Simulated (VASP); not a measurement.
A run of VASP 6.6.1 is set up as follows.

INCAR

```
SYSTEM = Hf5H2
ALGO = Normal
EDIFF = 1E-6
ENCUT = 520
GGA = PE
ISIF = 2
ISMEAR = 0
LASPH = .True.
LCHARG = .False.
LREAL = .False.
LWAVE = .False.
NBANDS = 35
NELM = 80
PREC = Accurate
SIGMA = 0.2
```

File KPOINTS:

```
k-points
0
Gamma
  6 6 2
  0 0 0
```

File POSCAR:

```
Hf5H2
1.0
    3.2370346151      0.0000000000      0.0000000000
   -1.6185173076      2.8033542096      0.0000000000
    0.0000000000      0.0000000000     13.1517998000
Hf H
5 2
Direct
    0.0000000000      0.0000000000      0.0000000000
    0.6666666667      0.3333333333      0.7890903610
    0.3333333333      0.6666666667      0.2109096390
    0.6666666667      0.3333333333      0.4008018937
    0.3333333333      0.6666666667      0.5991981063
    0.0000000000      0.0000000000      0.1514829051
    0.0000000000      0.0000000000      0.8485170949
```

Potentials or basis: VASP PAW PBE potentials, release 64 (Hf_pv, H).

Launch:

```console
$ cat potpaw_PBE.64/Hf_pv/POTCAR potpaw_PBE.64/H/POTCAR > POTCAR
$ mpirun -np 1 vasp_std > vasp.out
```

Problem. Estimate the largest force.

Solution. 0.012 eV/Å.

Problem. Predict the band gap on the k mesh.

Solution. Zero (bands 26 and 27 overlap by 1.07 eV).

Stress tensor (GPa, compression positive):
```
-0.47  0.00  0.00
 0.00 -0.47  0.00
 0.00  0.00 -0.64
```

Caveat: the k points lie up to 0.37 Å⁻¹ apart, too coarse for converged energies and pressures of a metal; spin-orbit coupling is left out, which moves the levels of the heavy elements.
